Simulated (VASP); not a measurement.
# AlN (P6_3mc) in VASP: single point with HSE06

Aim: the single point of AlN with HSE06.

Program: VASP 6.6.1. These are calculated values, not measurements. Logs are shortened: lines on timing, memory, paths and dates and some standing lists are left out, and cuts for length are marked.

**The experiment to reproduce.**

“Structural and optical properties of self-assembled AlN nanowires grown on SiO2/Si substrates by molecular beam epitaxy”, 2024, arxiv:2402.00216 quotes, for a bulk crystal of AlN at 0 K: band gap 6.0343 eV (an exciton energy, a little under the gap).

The runs below are set against these values where they give the same quantity.

## (1) The cell of the first run

Symmetry: P6_3mc, No. 186, hexagonal system. Conventional cell: a = 3.107 Å, b = 3.107 Å, c = 4.979 Å, α = 90.00°, β = 90.00°, γ = 120.00°. Within 2.5 Å of Al (site symmetry 3m) lie 4 N at 1.89 to 1.90 Å. Within 2.5 Å of N (site symmetry 3m) lie 4 Al at 1.89 to 1.90 Å.

## (2) Single point, HSE06

Contents of POSCAR:

```
AlN
1.0
    3.1066945036      0.0000000000      0.0000000000
   -1.5533472518      2.6904763619      0.0000000000
    0.0000000000      0.0000000000      4.9785885494
Al N
2 2
Direct
    0.3333333333      0.6666666667     -0.0007956041
    0.6666666667      0.3333333333      0.4992043959
    0.3333333333      0.6666666667      0.3807956041
    0.6666666667      0.3333333333      0.8807956041
```

Contents of INCAR.step1:

```
SYSTEM = AlN
PREC     = Accurate       ! precision mode
ENCUT    = 520            ! plane-wave cutoff, eV
EDIFF    = 1E-5           ! SCF threshold, eV
ISMEAR   = 0              ! smearing method
SIGMA    = 0.01           ! smearing width, eV
LREAL    = .False.        ! projectors in reciprocal space
LASPH    = .True.         ! aspherical terms in the spheres
NELM     = 80             ! most SCF steps
ALGO     = Normal         ! electronic algorithm
ISIF     = 2              ! what is computed and relaxed
LWAVE    = .True.         ! write WAVECAR
LCHARG   = .False.        ! write CHGCAR
GGA      = PE             ! functional
NBANDS   = 16             ! bands
```

Contents of INCAR.step2:

```
SYSTEM = AlN
PREC     = Accurate       ! precision mode
ENCUT    = 520            ! plane-wave cutoff, eV
EDIFF    = 1E-6           ! SCF threshold, eV
ISMEAR   = 0              ! smearing method
SIGMA    = 0.01           ! smearing width, eV
LREAL    = .False.        ! projectors in reciprocal space
LASPH    = .True.         ! aspherical terms in the spheres
NELM     = 80             ! most SCF steps
ALGO     = Normal         ! electronic algorithm
ISIF     = 2              ! what is computed and relaxed
LWAVE    = .False.        ! write WAVECAR
LCHARG   = .False.        ! write CHGCAR
GGA      = PE             ! functional
LHFCALC  = .True.         ! exact exchange
HFSCREEN = 0.2079         ! screening, 1/A
PRECFOCK = Normal       
ISTART   = 1            
NBANDS   = 16             ! bands
```

Contents of KPOINTS:

```
Automatic mesh
0
Gamma
  6 6 4
  0 0 0
```

Potentials or basis: VASP PAW PBE potentials, release 64 (Al, N).

Started as:

```
$ cat potpaw_PBE.64/Al/POTCAR potpaw_PBE.64/N/POTCAR > POTCAR
$ cp INCAR.step1 INCAR
$ mpirun -np 1 vasp_std > vasp.out
$ cp INCAR.step2 INCAR
$ mpirun -np 1 vasp_std > vasp.out
```

OUTCAR:

```text
SYSTEM = AlN
   PREC = Accurate
   ENCUT = 520
   EDIFF = 1E-6
   ISMEAR = 0
   LREAL = .False.
   LASPH = .True.
   NELM = 80
   ISIF = 2
   GGA = PE
   LHFCALC = .True.
   HFSCREEN = 0.2079
   PRECFOCK = Normal
   ISTART = 1

 ion  position               nearest neighbor table
   1  0.333  0.667  0.999-   4 1.89   4 1.89   4 1.89   3 1.90   2 3.07   2 3.07   2 3.07   2 3.07
                             2 3.07   2 3.07
   2  0.667  0.333  0.499-   3 1.89   3 1.89   3 1.89   4 1.90   1 3.07   1 3.07   1 3.07   1 3.07
                             1 3.07   1 3.07
   3  0.333  0.667  0.381-   2 1.89   2 1.89   2 1.89   1 1.90
   4  0.667  0.333  0.881-   1 1.89   1 1.89   1 1.89   2 1.90

  LATTYP: Found a hexagonal cell.
 ALAT       =     3.1066945036
 C/A-ratio  =     1.6025356029

  Lattice vectors:

 A1 = (   3.1066945036,   0.0000000000,   0.0000000000)
 A2 = (  -1.5533472518,   2.6904763619,   0.0000000000)
 A3 = (   0.0000000000,   0.0000000000,   4.9785885494)

Analysis of symmetry for initial positions (statically):
=====================================================================
 Subroutine PRICEL returns:
 Original cell was already a primitive cell.

 Routine SETGRP: Setting up the symmetry group for a
 hexagonal supercell.

 Subroutine GETGRP returns: Found 12 space group operations
 (whereof  6 operations were pure point group operations)
 out of a pool of 24 trial point group operations.

The static configuration has the point symmetry C_3v.
 The point group associated with its full space group is C_6v.

Analysis of symmetry for dynamics (positions and initial velocities):
=====================================================================
 Subroutine PRICEL returns:
 Original cell was already a primitive cell.

 Routine SETGRP: Setting up the symmetry group for a
 hexagonal supercell.

 Subroutine GETGRP returns: Found 12 space group operations
 (whereof  6 operations were pure point group operations)
 out of a pool of 24 trial point group operations.

The dynamic configuration has the point symmetry C_3v.
 The point group associated with its full space group is C_6v.

 Subroutine INISYM returns: Found 12 space group operations
 (whereof  6 operations are pure point group operations),
 and found     1 'primitive' translations

----------------------------------------------------------------------------------------

                                     Primitive cell

  volume of cell :      41.6135

  direct lattice vectors                    reciprocal lattice vectors
     3.106694504  0.000000000  0.000000000     0.321885528  0.185840696  0.000000000
    -1.553347252  2.690476362  0.000000000     0.000000000  0.371681392  0.000000000
     0.000000000  0.000000000  4.978588549     0.000000000  0.000000000  0.200860141

  length of vectors
     3.106694504  3.106694504  4.978588549     0.371681392  0.371681392  0.200860141

  position of ions in fractional coordinates (direct lattice)
     0.333333333  0.666666667  0.999204396
     0.666666667  0.333333333  0.499204396
     0.333333333  0.666666667  0.380795604
     0.666666667  0.333333333  0.880795604

  ion indices of the primitive-cell ions
   primitive index   ion index
                 1           1
                 2           2
                 3           3
                 4           4

----------------------------------------------------------------------------------------

 KPOINTS: Automatic mesh

Automatic generation of k-mesh.
 Grid dimensions read from file:
 generate k-points for:    6    6    4

 Generating k-lattice:

  Cartesian coordinates                     Fractional coordinates (reciprocal lattice)
     0.053647588  0.030973449  0.000000000     0.166666667 -0.000000000  0.000000000
     0.000000000  0.061946899  0.000000000     0.000000000  0.166666667  0.000000000
     0.000000000  0.000000000  0.050215035     0.000000000  0.000000000  0.250000000

  Length of vectors
     0.061946899  0.061946899  0.050215035

  Shift w.r.t. Gamma in fractional coordinates (k-lattice)
     0.000000000  0.000000000  0.000000000

 Subroutine IBZKPT returns following result:
 ===========================================

 Found     21 irreducible k-points:

 Following reciprocal coordinates:
            Coordinates               Weight
  0.000000  0.000000  0.000000      1.000000
  0.166667  0.000000  0.000000      6.000000
  0.333333  0.000000  0.000000      6.000000
  0.500000  0.000000  0.000000      3.000000
  0.166667  0.166667  0.000000      6.000000
  0.333333  0.166667  0.000000     12.000000
[... 13 lines left out ...]
  0.333333  0.166667  0.500000     12.000000
  0.333333  0.333333  0.500000      2.000000
   k-points           NKPTS =     21   k-points in BZ     NKDIM =    144   number of bands    NBANDS=     16
   number of dos      NEDOS =    301   number of ions     NIONS =      4
   total plane-waves  NPLWV =  23040
   dimension x,y,z NGX =    24 NGY =   24 NGZ =   40
   dimension x,y,z NGXF=    48 NGYF=   48 NGZF=   80
   ions per type =               2   2
   NGX,Y,Z   is equivalent  to a cutoff of  12.84, 12.84, 13.36 a.u.
   NGXF,Y,Z  is equivalent  to a cutoff of  25.69, 25.69, 26.71 a.u.
 SYSTEM =  AlN
   PREC   = accura    normal or accurate (medium, high low for compatibility)
   ISTART =      1    job   : 0-new  1-cont  2-samecut
   ICHARG =      0    charge: 1-file 2-atom 10-const
   ISPIN  =      1    spin polarized calculation?
   LNONCOLLINEAR =      F non collinear calculations
   LSORBIT =      F    spin-orbit coupling
   LASPH  =      T    aspherical Exc in radial PAW
   ENCUT  =  520.0 eV  38.22 Ry    6.18 a.u.   5.78  5.78  9.26*2*pi/ulx,y,z
   NELM   =     80;   NELMIN=  2; NELMDL=  0     # of ELM steps
   EDIFF  = 0.1E-05   stopping-criterion for ELM
   LREAL  =      F    real-space projection
   EDIFFG = 0.1E-04   stopping-criterion for IOM
   NSW    =      0    number of steps for IOM
   IBRION =     -1    ionic relax: 0-MD 1-quasi-New 2-CG
   NFREE  =      0    steps in history (QN), initial steepest desc. (CG)
   ISIF   =      2    stress and relaxation
   ISYM   =      3    0-nonsym 1-usesym 2-fastsym
   POTIM  = 0.5000    time-step for ionic-motion
   TEBEG  =    0.0;   TEEND  =   0.0 temperature during run
   PSTRESS=    0.0 pullay stress
   NELECT =      16.0000    total number of electrons
   NUPDOWN=      -1.0000    fix difference up-down
   EMIN   =  10.00;   EMAX   =-10.00  energy-range for DOS
   EFERMI =   0.00;   METHOD = LEGACY
   ISMEAR =     0;   SIGMA  =   0.01  broadening in eV -4-tet -1-fermi 0-gaus
   EFERMI_NEDOS =   21; number of points for ismear=-14 and -15
   IALGO  =     38    algorithm
   IMIX   =      1    mixing-type and parameters
     AMIX     =   0.40;   BMIX     =  1.00
     AMIX_MAG =   1.60;   BMIX_MAG =  1.00
  volume/ion in A,a.u.               =      10.40        70.21
  Fermi-wavevector in a.u.,A,eV,Ry     =   1.190429  2.249585 19.281105  1.417121
  Thomas-Fermi vector in A             =   2.326514
   LORBIT       =      0    0 simple, 1 ext, 2 COOP (PROOUT), +10 PAW based schemes
   GGA     = PE    functional components
   LHFCALC =     T    Hartree Fock is set to
   PRECFOCK=normal    Normal, Fast or Accurate (Low or Medium for compatibility)
   ENCUT4O =  -1.0   cutoff for four orbital integrals eV
   NKREDX  =     1    reduce k-point grid by
   NKREDY  =     1    reduce k-point grid by
   NKREDZ  =     1    reduce k-point grid by
   AEXX    =    0.2500 exact exchange contribution
   HFSCREEN=    0.2079 screening length (either q_TF or 0.3 A-1)
   HFSCREENC=   0.2079 screening length for correlation (either q_TF or 0.3 A-1)
   ENCUTFOCK=  -1.0 apply spherical cutoff to Coloumb kernel
   IVDW    =     0    specifies the selected vdW correction
   LEPSILON=     F    determine dielectric tensor
   LRPA    =     F    only Hartree local field effects (RPA)
 non-spin polarized calculation
 Gauss-broadening in eV      SIGMA  =   0.01
  energy-cutoff  :      520.00
  volume of cell :       41.61
 maximum number of plane-waves:      1152
 NGX is ok and might be reduce to    24
  NGX = 18; NGY = 18; NGZ = 28

 number of electron      15.9999996 magnetization

 Free energy of the ion-electron system (eV)
  ---------------------------------------------------
  ext. energy  EPLUGINS =         0.00000000
  ---------------------------------------------------
  free energy    TOTEN  =       -34.89471513 eV

  energy without entropy =      -34.89471513  energy(sigma->0) =      -34.89471513

 E-fermi :   5.3258     XC(G=0):  -9.0083

 val. band max:        5.2768683131   @ k =   0.0000   0.0000   0.0000
 cond. band min:      10.8694205447   @ k =   0.0000   0.0000   0.0000
 fundamental gap:      5.5925522316
 Fermi energy:         5.3258204733

 k-point     1 :       0.0000    0.0000    0.0000
  band No.  band energies     occupation
      1     -11.4462      2.00000
      2      -9.1498      2.00000
      3      -1.2464      2.00000
      4       4.3237      2.00000
      5       4.3237      2.00000
      6       5.0465      2.00000
[... 8 lines left out ...]
     15      20.2017      0.00000
     16      20.2017      0.00000

 k-point     2 :       0.1667    0.0000    0.0000
  band No.  band energies     occupation
      1     -11.0728      2.00000
      2      -8.9472      2.00000
      3      -0.7893      2.00000
      4       2.8076      2.00000
      5       3.6826      2.00000
      6       3.8959      2.00000
[... 8 lines left out ...]
     15      19.4487      0.00000
     16      19.7981      0.00000

 k-point     3 :       0.3333    0.0000    0.0000
  band No.  band energies     occupation
      1     -10.1107      2.00000
      2      -8.5881      2.00000
      3       0.3841      2.00000
      4       0.4712      2.00000
      5       1.6690      2.00000
      6       3.2472      2.00000
[... 8 lines left out ...]
     15      19.2185      0.00000
     16      21.6329      0.00000

 k-point     4 :       0.5000    0.0000    0.0000
  band No.  band energies     occupation
      1      -9.3368      2.00000
      2      -8.5908      2.00000
      3      -0.6481      2.00000
      4       0.7337      2.00000
      5       1.6308      2.00000
      6       2.9759      2.00000
[... 8 lines left out ...]
     15      19.9554      0.00000
     16      22.3330      0.00000
[... 267 lines left out ...]
 k-point    19 :       0.1667    0.1667    0.5000
  band No.  band energies     occupation
      1      -9.6244      2.00000
      2      -9.6244      2.00000
      3       0.7092      2.00000
      4       0.7092      2.00000
      5       3.2752      2.00000
      6       3.2752      2.00000
[... 8 lines left out ...]
     15      20.0229      0.00000
     16      20.0229      0.00000

 k-point    20 :       0.3333    0.1667    0.5000
  band No.  band energies     occupation
      1      -8.9587      2.00000
      2      -8.9587      2.00000
      3      -0.3306      2.00000
      4      -0.3306      2.00000
      5       2.4256      2.00000
      6       2.4256      2.00000
[... 8 lines left out ...]
     15      20.6044      0.00000
     16      20.6044      0.00000

 k-point    21 :       0.3333    0.3333    0.5000
  band No.  band energies     occupation
      1      -8.7184      2.00000
      2      -8.7184      2.00000
      3       0.0147      2.00000
      4       0.0147      2.00000
      5       1.0923      2.00000
      6       1.0923      2.00000
[... 8 lines left out ...]
     15      20.8207      0.00000
     16      20.8207      0.00000

------------------------ aborting loop because EDIFF is reached ----------------------------------------

  FORCE on cell =-STRESS in cart. coord.  units (eV):
  Direction    XX          YY          ZZ          XY          YZ          ZX
  --------------------------------------------------------------------------------------
  -------------------------------------------------------------------------------------
  Total       -0.1937842     -0.1937842     -0.2325310      0.0000000     -0.0000000      0.0000000
  in kB       -7.4609651     -7.4609651     -8.9527721      0.0000000     -0.0000000      0.0000000
  external PRESSURE =      -7.9582341 kB  Pullay stress =       0.0000000 kB

 VOLUME and BASIS-vectors are now :
 -----------------------------------------------------------------------------
  energy-cutoff  :      520.00
  volume of cell :       41.61
      direct lattice vectors                 reciprocal lattice vectors
     3.106694504  0.000000000  0.000000000     0.321885528  0.185840696  0.000000000
    -1.553347252  2.690476362  0.000000000     0.000000000  0.371681392  0.000000000
     0.000000000  0.000000000  4.978588549     0.000000000  0.000000000  0.200860141

 POSITION                                       TOTAL-FORCE (eV/Angst)
 -----------------------------------------------------------------------------------
     -0.00000      1.79365      4.97463         0.000000      0.000000     -0.007649
      1.55335      0.89683      2.48533        -0.000000      0.000000     -0.007649
     -0.00000      1.79365      1.89582         0.000000     -0.000000      0.007649
      1.55335      0.89683      4.38512        -0.000000     -0.000000      0.007649
 -----------------------------------------------------------------------------------
    total drift:                                0.000000      0.000000     -0.000764

  FREE ENERGIE OF THE ION-ELECTRON SYSTEM (eV)
  ---------------------------------------------------
  free  energy   TOTEN  =       -34.8947151280 eV

  energy  without entropy=      -34.8947151280  energy(sigma->0) =      -34.89471513
```

Run time: 31 min. Hardware: 1 thread of Intel Xeon Platinum 8488C (Sapphire Rapids), shared host; peak memory 0.26 GiB.

What came out:

| Property | Result |
| --- | --- |
| Free energy | -34.8947 eV |
| Pressure | -0.8 GPa |
| Largest force | 0.008 eV/Å |
| Band gap on the k mesh | 5.59 eV |

Forces on the atoms (eV/Å):
```
Al   0.000  0.000 -0.008
Al   0.000  0.000 -0.008
N    0.000  0.000  0.008
N    0.000  0.000  0.008
```

Stress tensor (GPa, compression positive):
```
-0.75  0.00  0.00
 0.00 -0.75  0.00
 0.00  0.00 -0.90
```

Caveat: the PAW data sets were made with another functional, which shifts forces and pressure a little.

## (3) Comparison with measurements

Step 2. Measured gap of AlN: 6.0343 eV (an exciton energy, a little under the gap; 0 K; quoted in “Structural and optical properties of self-assembled AlN nanowires grown on SiO2/Si substrates by molecular beam epitaxy”, 2024, arxiv:2402.00216). This calculation gives 5.59 eV (-0.44 eV). 2 values of this kind are on record (6.034 to 6.0343 eV); this one was drawn at random. The value is that of HSE06, without temperature or zero-point motion.
